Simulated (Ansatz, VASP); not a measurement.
## One calculation of C, two programs

INCAR

```
SYSTEM = C
ALGO     = Normal         ! electronic algorithm
EDIFF    = 1E-6           ! SCF threshold, eV
ENCUT    = 600            ! plane-wave cutoff, eV
GGA      = PS             ! functional
GGA_COMPAT= .FALSE.      
ISIF     = 2              ! what is computed and relaxed
ISMEAR   = 0              ! smearing method
IVDW     = 12             ! dispersion correction
LASPH    = .TRUE.         ! aspherical terms in the spheres
LCHARG   = .FALSE.        ! write CHGCAR
LREAL    = .FALSE.        ! projectors in reciprocal space
LWAVE    = .FALSE.        ! write WAVECAR
NBANDS   = 16             ! bands
NELM     = 120            ! most SCF steps
PREC     = Accurate       ! precision mode
SIGMA    = 0.15           ! smearing width, eV
```

Contents of KPOINTS:

```
k-points
0
G
  18 12 10
  0 0 0
```

POSCAR

```
C
1.0
   -2.4576582504      0.0000000000      0.0000000000
    0.0000000000      0.0000000000     -3.5294825081
    0.0000000000     -4.2567889574      0.0000000000
C
4
Direct
    0.5000000000      0.0000000000      0.1666666667
    0.0000000000      0.0000000000      0.6525715352
    0.0000000000      0.0000000000      0.3333333333
    0.5000000000      0.0000000000      0.8474284648
```

Input for Ansatz:

```yaml
crystal:
  lattice:
    - [-2.4576582504, 0.0, 0.0]
    - [0.0, 0.0, -3.5294825081]
    - [0.0, -4.2567889574, 0.0]
  atoms:
    - { symbol: C, position: [0.5, 0.0, 0.1666666667] }
    - { symbol: C, position: [0.0, 0.0, 0.6525715352] }
    - { symbol: C, position: [0.0, 0.0, 0.3333333333] }
    - { symbol: C, position: [0.5, 0.0, 0.8474284648] }
basis:
  ecutwfc: 520.0
kpoints:
  mp_grid: { grid: [18, 12, 10] }
hamiltonian:
  xc: pbesol
  pseudopotentials: { kind: paw, azcp: { folder: soft_1 } }
  dispersion: d3bj
scf:
  occupations: { method: gaussian, width: 0.15 }
output:
  forces: true
  stress: true
  eigenvalues: true
```

Change from the starting cell: mode 8 frozen in at -0.030 Å and mode 12 at +0.030 Å (largest displacements).

Alike in both runs: task single point; functional PBEsol; dispersion D3(BJ); k mesh 18 × 12 × 10; occupations gaussian, width 0.15 eV; no spin polarisation.

|  | VASP | Ansatz |
| --- | --- | --- |
| version | VASP 6.6.1 | Ansatz 0.2.0 |
| potentials or method | VASP PAW PBE potentials, release 64 (C), cutoff 600 eV | scalar-relativistic, plane waves, PAW |
| valence electrons in the cell | 16 | 16 |

|  | VASP | Ansatz | Ansatz less VASP |
| --- | --- | --- | --- |
| gap on the k mesh at the Fermi level (eV) | none | none | - |
| pressure (GPa) | 2.6 | 2.4 | -0.27 |
| traceless stress, the component that is largest in VASP (GPa) | 7.70 | 7.29 | -0.411 |
| rms of the force components (eV/Å) | 2.406 | 2.398 | -0.0081 |

VASP's potentials were made for PBE, not for PBEsol, and Ansatz warns of the same on its side. Atom by atom the forces differ by 0.009 eV/Å (rms over components). A gap of «none» marks a metal or a gap that the smearing closes.
